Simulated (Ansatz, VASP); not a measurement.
Given: the input of a run of Ansatz 0.2.0 on Au.

Contents of input:

```
crystal:
  lattice:
    - [-1.6461460541, 1.6461460541, 1.6461460541]
    - [1.6461460541, -1.6461460541, 1.6461460541]
    - [1.6461460541, 1.6461460541, -1.6461460541]
  atoms:
    - { symbol: Au, position: [0.0, 0.0, 0.0] }
hamiltonian:
  xc: hse06
  pseudopotentials: { kind: paw }
kpoints:
  mp_grid: { grid: [6, 6, 6] }
scf:
  occupations: { method: fermi_dirac, width: 0.05 }
output:
  forces: true
  stress: true
  eigenvalues: true
```

**Question.** Translate it to VASP 6.6.1. Potentials there: VASP PAW PBE potentials, release 64 (Au).

**Answer.** As run (the cutoff follows the program's own potentials):

The input POSCAR:

```
Au
1.0
   -1.6461460541      1.6461460541      1.6461460541
    1.6461460541     -1.6461460541      1.6461460541
    1.6461460541      1.6461460541     -1.6461460541
Au
1
Direct
    0.0000000000      0.0000000000      0.0000000000
```

INCAR.step1

```
PREC = Accurate ; ENCUT = 520
EDIFF = 1E-5 ; ISMEAR = -1
SIGMA = 0.05 ; LREAL = False
LASPH = True ; NELM = 80
ALGO = Normal ; ISIF = 2
LWAVE = True ; LCHARG = False
NBANDS = 12 ; GGA = PE
```

Contents of INCAR.step2:

```
PREC = Accurate ; ENCUT = 520
EDIFF = 1E-6 ; ISMEAR = -1
SIGMA = 0.05 ; LREAL = False
LASPH = True ; NELM = 80
ALGO = Normal ; ISIF = 2
LWAVE = False ; LCHARG = False
GGA = PE ; LHFCALC = True
HFSCREEN = 0.2079 ; PRECFOCK = Normal
NBANDS = 12 ; ISTART = 1
```

KPOINTS

```
regular mesh
0
Gamma
  6 6 6
```

Potentials or basis: VASP PAW PBE potentials, release 64 (Au).

The run is started by

```sh
$ cat potpaw_PBE.64/Au/POTCAR > POTCAR
$ cp INCAR.step1 INCAR
$ mpirun -np 1 vasp_std > vasp.out
$ cp INCAR.step2 INCAR
$ mpirun -np 1 vasp_std > vasp.out
```

Both were run:

|  | VASP | Ansatz | Ansatz less VASP |
| --- | --- | --- | --- |
| gap on the k mesh at the Fermi level (eV) | none | none | - |
| pressure (GPa) | -1.4 | -1.5 | -0.05 |

A gap of «none» marks a metal or a gap that the smearing closes. The functional is the same, so the differences come from potentials, cutoffs and numerics. VASP's potentials hold 11 valence electrons a cell and Ansatz's 19, so a difference there can come from the potentials and not from the codes.

The k mesh is coarse, so the values compare programs but aren't converged. Spin-orbit coupling is off throughout.
